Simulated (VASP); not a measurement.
# Au (Im-3m) in VASP: a series of runs, part 2 of 2

VASP 6.6.1. Earlier steps stand in the parts before.

### 4 Relaxation of cell and atoms, PBE, target pressure 270 GPa, at which the enthalpy is minimised

INCAR

```
SYSTEM = Au
PREC     = Accurate       ! precision mode
ENCUT    = 600            ! plane-wave cutoff, eV
EDIFF    = 1E-6           ! SCF threshold, eV
ISMEAR   = -1             ! smearing method
SIGMA    = 0.1            ! smearing width, eV
LREAL    = .FALSE.        ! projectors in reciprocal space
LASPH    = .TRUE.         ! aspherical terms in the spheres
NELM     = 60             ! most SCF steps
ALGO     = Normal         ! electronic algorithm
ISIF     = 3              ! what is computed and relaxed
LWAVE    = .FALSE.        ! write WAVECAR
LCHARG   = .FALSE.        ! write CHGCAR
GGA      = PE             ! functional
IBRION   = 2              ! ionic algorithm
NSW      = 32             ! ionic steps
EDIFFG   = -0.005         ! ionic threshold
PSTRESS  = 2700.0
```

KPOINTS

```
regular mesh
0
G
  19 19 19
  0 0 0
```

POSCAR

```
Au
1.0
   -1.4023264559      1.4023264559      1.4023264559
    1.4023264559     -1.4023264559      1.4023264559
    1.4023264559      1.4023264559     -1.4023264559
Au
1
Direct
    0.0000000000      0.0000000000      0.0000000000
```

Potentials or basis: VASP PAW PBE potentials, release 64 (Au).

Command:

```
$ cat potpaw_PBE.64/Au/POTCAR > POTCAR
$ mpirun -np 1 vasp_std > vasp.out
```

OUTCAR:

```text
SYSTEM = Au
   PREC = Accurate
   ENCUT = 600
   EDIFF = 1E-6
   ISMEAR = -1
   LREAL = .FALSE.
   LASPH = .TRUE.
   NELM = 60
   ISIF = 3
   GGA = PE
   IBRION = 2
   NSW = 32
   EDIFFG = -0.005
   PSTRESS = 2700.0

 ion  position               nearest neighbor table
   1  0.000  0.000  0.000-

  LATTYP: Found a body centered cubic cell.
 ALAT       =     2.8046529118

  Lattice vectors:

 A1 = (  -1.4023264559,   1.4023264559,   1.4023264559)
 A2 = (   1.4023264559,  -1.4023264559,   1.4023264559)
 A3 = (   1.4023264559,   1.4023264559,  -1.4023264559)

Analysis of symmetry for initial positions (statically):
=====================================================================
 Subroutine PRICEL returns:
 Original cell was already a primitive cell.

 Routine SETGRP: Setting up the symmetry group for a
 body centered cubic supercell.

 Subroutine GETGRP returns: Found 48 space group operations
 (whereof 48 operations were pure point group operations)
 out of a pool of 48 trial point group operations.

The static configuration has the point symmetry O_h .

Analysis of symmetry for dynamics (positions and initial velocities):
=====================================================================
 Subroutine PRICEL returns:
 Original cell was already a primitive cell.

 Routine SETGRP: Setting up the symmetry group for a
 body centered cubic supercell.

 Subroutine GETGRP returns: Found 48 space group operations
 (whereof 48 operations were pure point group operations)
 out of a pool of 48 trial point group operations.

The dynamic configuration has the point symmetry O_h .

 Subroutine INISYM returns: Found 48 space group operations
 (whereof 48 operations are pure point group operations),
 and found     1 'primitive' translations

----------------------------------------------------------------------------------------

                                     Primitive cell

  volume of cell :      11.0308

  direct lattice vectors                    reciprocal lattice vectors
    -1.402326456  1.402326456  1.402326456     0.000000000  0.356550358  0.356550358
     1.402326456 -1.402326456  1.402326456     0.356550358  0.000000000  0.356550358
     1.402326456  1.402326456 -1.402326456     0.356550358  0.356550358  0.000000000

  length of vectors
     2.428900670  2.428900670  2.428900670     0.504238352  0.504238352  0.504238352

  position of ions in fractional coordinates (direct lattice)
     0.000000000  0.000000000  0.000000000

  ion indices of the primitive-cell ions
   primitive index   ion index
                 1           1

----------------------------------------------------------------------------------------

 KPOINTS: regular mesh

Automatic generation of k-mesh.
 Grid dimensions read from file:
 generate k-points for:   19   19   19

 Generating k-lattice:

  Cartesian coordinates                     Fractional coordinates (reciprocal lattice)
     0.000000000  0.018765808  0.018765808     0.052631579  0.000000000  0.000000000
     0.018765808  0.000000000  0.018765808     0.000000000  0.052631579  0.000000000
     0.018765808  0.018765808  0.000000000     0.000000000  0.000000000  0.052631579

  Length of vectors
     0.026538861  0.026538861  0.026538861

  Shift w.r.t. Gamma in fractional coordinates (k-lattice)
     0.000000000  0.000000000  0.000000000

 Subroutine IBZKPT returns following result:
 ===========================================

 Found    220 irreducible k-points:

 Following reciprocal coordinates:
            Coordinates               Weight
  0.000000  0.000000  0.000000      1.000000
  0.052632  0.000000  0.000000     12.000000
  0.105263  0.000000  0.000000     12.000000
  0.157895  0.000000  0.000000     12.000000
  0.210526  0.000000  0.000000     12.000000
  0.263158  0.000000  0.000000     12.000000
[... 16 lines left out ...]
  0.263158  0.105263  0.000000     48.000000
  0.315789  0.105263  0.000000     48.000000
 [... further k-points ...]
   k-points           NKPTS =    220   k-points in BZ     NKDIM =    220   number of bands    NBANDS=      9
   number of dos      NEDOS =    301   number of ions     NIONS =      1
   total plane-waves  NPLWV =   8000
   dimension x,y,z NGX =    20 NGY =   20 NGZ =   20
   dimension x,y,z NGXF=    40 NGYF=   40 NGZF=   40
   ions per type =               1
   NGX,Y,Z   is equivalent  to a cutoff of  13.69, 13.69, 13.69 a.u.
   NGXF,Y,Z  is equivalent  to a cutoff of  27.38, 27.38, 27.38 a.u.
 SYSTEM =  Au
   PREC   = accura    normal or accurate (medium, high low for compatibility)
   ISTART =      0    job   : 0-new  1-cont  2-samecut
   ICHARG =      2    charge: 1-file 2-atom 10-const
   ISPIN  =      1    spin polarized calculation?
   LNONCOLLINEAR =      F non collinear calculations
   LSORBIT =      F    spin-orbit coupling
   LASPH  =      T    aspherical Exc in radial PAW
   ENCUT  =  600.0 eV  44.10 Ry    6.64 a.u.   4.85  4.85  4.85*2*pi/ulx,y,z
   NELM   =     60;   NELMIN=  2; NELMDL= -5     # of ELM steps
   EDIFF  = 0.1E-05   stopping-criterion for ELM
   LREAL  =      F    real-space projection
   EDIFFG = -.5E-02   stopping-criterion for IOM
   NSW    =     32    number of steps for IOM
   IBRION =      2    ionic relax: 0-MD 1-quasi-New 2-CG
   NFREE  =      1    steps in history (QN), initial steepest desc. (CG)
   ISIF   =      3    stress and relaxation
   ISYM   =      2    0-nonsym 1-usesym 2-fastsym
   POTIM  = 0.5000    time-step for ionic-motion
   TEBEG  =    0.0;   TEEND  =   0.0 temperature during run
   PSTRESS= 2700.0 pullay stress
   NELECT =      11.0000    total number of electrons
   NUPDOWN=      -1.0000    fix difference up-down
   EMIN   =  10.00;   EMAX   =-10.00  energy-range for DOS
   EFERMI =   0.00;   METHOD = LEGACY
   ISMEAR =    -1;   SIGMA  =   0.10  broadening in eV -4-tet -1-fermi 0-gaus
   EFERMI_NEDOS =   21; number of points for ismear=-14 and -15
   IALGO  =     38    algorithm
   IMIX   =      4    mixing-type and parameters
     AMIX     =   0.40;   BMIX     =  1.00
     AMIX_MAG =   1.60;   BMIX_MAG =  1.00
  volume/ion in A,a.u.               =      11.03        74.44
  Fermi-wavevector in a.u.,A,eV,Ry     =   1.635573  3.090785 36.396932  2.675099
  Thomas-Fermi vector in A             =   2.727023
   LORBIT       =      0    0 simple, 1 ext, 2 COOP (PROOUT), +10 PAW based schemes
   GGA     = PE    functional components
   LHFCALC =     F    Hartree Fock is set to
   AEXX    =    0.0000 exact exchange contribution
   IVDW    =     0    specifies the selected vdW correction
   LEPSILON=     F    determine dielectric tensor
   LRPA    =     F    only Hartree local field effects (RPA)
 conjugate gradient relaxation of ions
 non-spin polarized calculation
  energy-cutoff  :      600.00
  volume of cell :       11.03
 maximum number of plane-waves:       378
   NGX =  9   NGY =  9   NGZ =  9

--------------------------------------- Ionic step        1  -------------------------------------------

 number of electron      11.0000002 magnetization

 Free energy of the ion-electron system (eV)
  ---------------------------------------------------
  ext. energy  EPLUGINS =         0.00000000
  ---------------------------------------------------
  free energy    TOTEN  =         0.29784745 eV

  energy without entropy =        0.30551787  energy(sigma->0) =        0.30168266

------------------------ aborting loop because EDIFF is reached ----------------------------------------

  FORCE on cell =-STRESS in cart. coord.  units (eV):
  Direction    XX          YY          ZZ          XY          YZ          ZX
  --------------------------------------------------------------------------------------
  -------------------------------------------------------------------------------------
  Total       18.6594094     18.6594094     18.6594094      0.0000000      0.0000000     -0.0000000
  in kB     2710.1985047   2710.1985047   2710.1985047      0.0000000      0.0000000     -0.0000000
  external PRESSURE =      10.1985047 kB  Pullay stress =    2700.0000000 kB
[... 61 lines left out ...]
--------------------------------------- Ionic step        3  -------------------------------------------

 number of electron      11.0000002 magnetization

 Free energy of the ion-electron system (eV)
  ---------------------------------------------------
  ext. energy  EPLUGINS =         0.00000000
  ---------------------------------------------------
  free energy    TOTEN  =         0.28323010 eV

  energy without entropy =        0.29090551  energy(sigma->0) =        0.28706780

 E-fermi :  19.1197     XC(G=0): -15.4585

 val. band max:       19.1078572828   @ k =   0.3158   0.1579   0.0000
 cond. band min:      19.1226496801   @ k =  -0.3684   0.4737   0.0526
 fundamental gap:      0.0147923973
 Fermi energy:        19.1196955735

 k-point     1 :       0.0000    0.0000    0.0000
  band No.  band energies     occupation
      1       3.3081      2.00000
      2      10.5398      2.00000
      3      10.5398      2.00000
      4      10.5398      2.00000
      5      14.2914      2.00000
      6      14.2914      2.00000
      7      34.1564      0.00000
      8      34.1564      0.00000
      9      34.1564      0.00000
[... 265 lines left out ...]
 k-point    24 :       0.3158    0.1053    0.0000
  band No.  band energies     occupation
      1       6.7650      2.00000
      2       8.7301      2.00000
      3      11.8880      2.00000
      4      13.9103      2.00000
      5      15.0051      2.00000
      6      17.3277      2.00000
      7      29.3504      0.00000
      8      32.0611      0.00000
      9      37.2580      0.00000

 [... further k-points ...]
[... 5 lines left out ...]
  --------------------------------------------------------------------------------------
  -------------------------------------------------------------------------------------
  Total       18.6025588     18.6025588     18.6025588      0.0000000      0.0000000      0.0000000
  in kB     2699.8220702   2699.8220702   2699.8220702      0.0000000      0.0000000      0.0000000
  external PRESSURE =      -0.1779298 kB  Pullay stress =    2700.0000000 kB
[... 20 lines left out ...]
  energy  without entropy=        0.2909055126  energy(sigma->0) =        0.28706780

  enthalpy is  TOTEN    =        18.8870149073 eV   P V=       18.6037848119

 reached required accuracy - stopping structural energy minimisation
```

Wall time 21 s (1 thread of Intel Xeon Platinum 8488C (Sapphire Rapids), shared host); peak memory 0.15 GiB.

What came out:

| Property | Result |
| --- | --- |
| Free energy | 0.2832 eV |
| Relaxed volume | 11.04 Å³/atom |
| Relaxed cell | a = 2.430 Å, b = 2.430 Å, c = 2.430 Å, α = 109.47°, β = 109.47°, γ = 109.47° |
| Space group after relaxing (to 0.05 Å) | Im-3m (No. 229) |
| Energy change on relaxing (the enthalpy is what falls) | -14.6 meV/atom |
| Ionic steps | 3 |
| Pressure after relaxing | 270.0 GPa |

Step by step:
```csv
step,energy change (eV),largest force (eV/Å),pressure (GPa),volume (Å³)
1,0.0000,0.0000,271.02,11.03
2,-0.1857,0.0000,258.29,11.14
3,-0.0146,0.0000,269.98,11.04
```

Final structure:
```
Au
1.0
    -1.40269    1.40269    1.40269
     1.40269   -1.40269    1.40269
     1.40269    1.40269   -1.40269
Au
1
Direct
  0.00000 0.00000 0.00000
```

Levels at points of the mesh, in eV from the Fermi level:
| k point | band 4 | band 5 | band 6 | band 7 | band 8 | band 9 |
| --- | --- | --- | --- | --- | --- | --- |
| (0.00, 0.00, 0.00) | -8.58 | -4.83 | -4.83 | 15.04 | 15.04 | 15.04 |

Caveat: the cell is relaxed towards a set pressure, so the enthalpy falls and the energy may rise; spin-orbit coupling is left out, which moves the levels of the heavy elements.

### 5 The runs side by side

| task | cell | cutoff (eV) | gap on the mesh (eV) | pressure (GPa) |
| --- | --- | --- | --- | --- |
| single point | a = 2.429 Å, angles 109.5°, 1 atom | 520 | none | 270.9 |
| relaxation of cell and atoms | relaxed to 270 GPa from a = 2.430 Å, angles 109.5°, 1 atom | 600 | none | 270.0 |
| relaxation of cell and atoms | relaxed to 270 GPa from a = 2.429 Å, angles 109.5°, 1 atom | 600 | none | 270.0 |

Alike in all rows: level PBE; potentials or basis VASP PAW PBE potentials, release 64 (Au); no spin polarisation; k mesh 19 × 19 × 19; smearing fermi-dirac 0.1 eV.

Caveats: spin-orbit coupling is left out, which moves the levels of the heavy elements; the cell is relaxed towards a set pressure, so the enthalpy falls and the energy may rise (some runs).

Absolute energies hang on the potentials; compare differences alone.
